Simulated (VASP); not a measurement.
## Y7Ga16 (a cell with a defect): single point with LDA

Crystal: Y7Ga16 (a cell with a defect).

```xyz
23
Lattice="8.3400 0.0000 0.0000 -4.1700 7.2227 0.0000 0.0000 0.0000 8.1304" Properties=species:S:1:pos:R:3 pbc="T T T"
Ga    0.0022    2.4022    2.0959
Ga    2.0896    1.1980    2.0866
Ga    0.0029    2.4024    6.0372
Ga    2.0900    1.1979    6.0532
Ga   -2.0798    6.0156    1.9903
Ga    0.0023    4.8135    2.1016
Ga   -2.0799    6.0151    6.1494
Ga    0.0032    4.8129    6.0428
Ga    4.1763    2.4025    2.0898
Ga    6.2594    1.1999    2.0005
Ga    4.1771    2.4023    6.0392
Ga    6.2599    1.2007    6.1503
Ga    2.0900    6.0165    2.0757
Ga    4.1782    4.8137    2.1064
Ga    2.0898    6.0184    6.0488
Ga    4.1771    4.8134    6.0399
Y     0.0050   -0.0019    0.0026
Y     0.0049   -0.0033    4.0679
Y    -2.0801    3.6075    0.0019
Y    -2.0807    3.6079    4.0670
Y     4.1753   -0.0036    0.0024
Y     4.1746   -0.0036    4.0680
Y     2.0901    3.6081    4.0679
```

| Quantity | Value |
| --- | --- |
| Program | VASP 6.6.1 |
| Task | single point |
| Functional | LDA |
| Potentials or basis | VASP PAW LDA potentials, release 64 (Ga_d, Y_sv) |
| Cutoff | 520 eV |
| k mesh | 2 × 2 × 2 |
| Occupations | fermi-dirac, width 0.1 eV |
| Spin | no spin polarisation |
| Dipole correction | no |
| Further INCAR settings | LREAL = Auto; ALGO = Normal; EDIFF = 1e-06; NBANDS = 160 |

The pressure is -3.1 GPa and the largest force is 0.022 eV/Å.

Forces in eV/Å, atoms in the order of the input:
```
Ga  -0.009 -0.001 -0.020
Ga   0.001 -0.009 -0.012
Ga  -0.012 -0.004  0.017
Ga   0.001 -0.010  0.011
Ga  -0.002  0.002 -0.018
Ga  -0.009  0.002 -0.018
Ga   0.000  0.001  0.017
Ga  -0.011  0.005  0.014
Ga   0.010 -0.002 -0.018
Ga  -0.001 -0.001 -0.019
Ga   0.010 -0.003  0.017
Ga   0.000  0.000  0.016
Ga   0.000  0.010 -0.015
Ga   0.008  0.004 -0.020
Ga   0.001  0.010  0.015
Ga   0.007  0.003  0.015
Y   -0.001 -0.005  0.002
Y    0.000 -0.001  0.001
Y    0.001 -0.001  0.005
Y    0.004 -0.002  0.004
Y    0.001  0.001  0.003
Y    0.002  0.002  0.001
Y    0.000 -0.002  0.000
```

Stress tensor (GPa, compression positive):
```
-2.32  0.00  0.00
 0.00 -2.31  0.00
 0.00  0.00 -4.55
```

Levels at points of the mesh, in eV from the Fermi level:
| k point | band 141 | band 142 | band 143 | band 144 | band 145 | band 146 |
| --- | --- | --- | --- | --- | --- | --- |
| (0.00, 0.00, 0.00) | -0.35 | -0.14 | -0.14 | 0.13 | 0.40 | 0.91 |
| (0.50, 0.00, 0.00) | -0.17 | -0.08 | 0.09 | 0.13 | 0.42 | 0.76 |
| (0.00, 0.50, 0.00) | -0.18 | -0.08 | 0.09 | 0.13 | 0.42 | 0.76 |
| (0.50, 0.50, 0.00) | -0.17 | -0.08 | 0.09 | 0.13 | 0.42 | 0.76 |
| (0.00, 0.00, 0.50) | -0.45 | -0.37 | -0.37 | -0.29 | 0.44 | 0.44 |
| (0.50, 0.00, 0.50) | -0.24 | -0.13 | -0.12 | 0.24 | 0.29 | 0.44 |
| (0.00, 0.50, 0.50) | -0.26 | -0.13 | -0.10 | 0.25 | 0.28 | 0.45 |
| (0.50, 0.50, 0.50) | -0.24 | -0.12 | -0.12 | 0.25 | 0.29 | 0.44 |

Run time: 24 min on 1 thread of Intel(R) Xeon(R) Platinum 8259CL CPU @ 2.50GHz (Skylake/Cascade Lake), on a shared host, peak memory 0.65 GiB.

Caveat: the k points lie up to 0.43 Å⁻¹ apart.
